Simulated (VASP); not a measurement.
Input of a VASP 6.6.1 run:

The input INCAR:

```
SYSTEM = ScH3
PREC = Accurate
ENCUT = 520
EDIFF = 1E-6
ISMEAR = 0
SIGMA = 0.05
LREAL = .False.
LASPH = .True.
NELM = 100
ALGO = Normal
ISIF = 2
LWAVE = .False.
LCHARG = .True.
GGA = PS
LELF = .True.
LVHAR = .True.
NBANDS = 15
```

File KPOINTS:

```
regular mesh
0
Gamma
  10 10 10
  0 0 0
```

POSCAR

```
ScH3
1.0
    0.0000000000      2.3529243548      2.3529243548
    2.3529243548      0.0000000000      2.3529243548
    2.3529243548      2.3529243548      0.0000000000
Sc H
1 3
Direct
    0.0000000000      0.0000000000      0.0000000000
    0.5000000000      0.5000000000      0.5000000000
    0.2500000000      0.2500000000      0.2500000000
    0.7500000000      0.7500000000      0.7500000000
```

Potentials or basis: VASP PAW PBE potentials, release 64 (Sc_sv, H).

The run is started by

```sh
$ cat potpaw_PBE.64/Sc_sv/POTCAR potpaw_PBE.64/H/POTCAR > POTCAR
$ mpirun -np 1 vasp_std > vasp.out
```

Question: What does it give for the band gap on the k mesh?

Answer: Zero (band 7 reaches 5.87 eV, above the bottom of band 8 at 5.51 eV).

Question: Predict the pressure.

Answer: 0.2 GPa.

Caveat: the PAW data sets were made with another functional, which shifts forces and pressure a little.
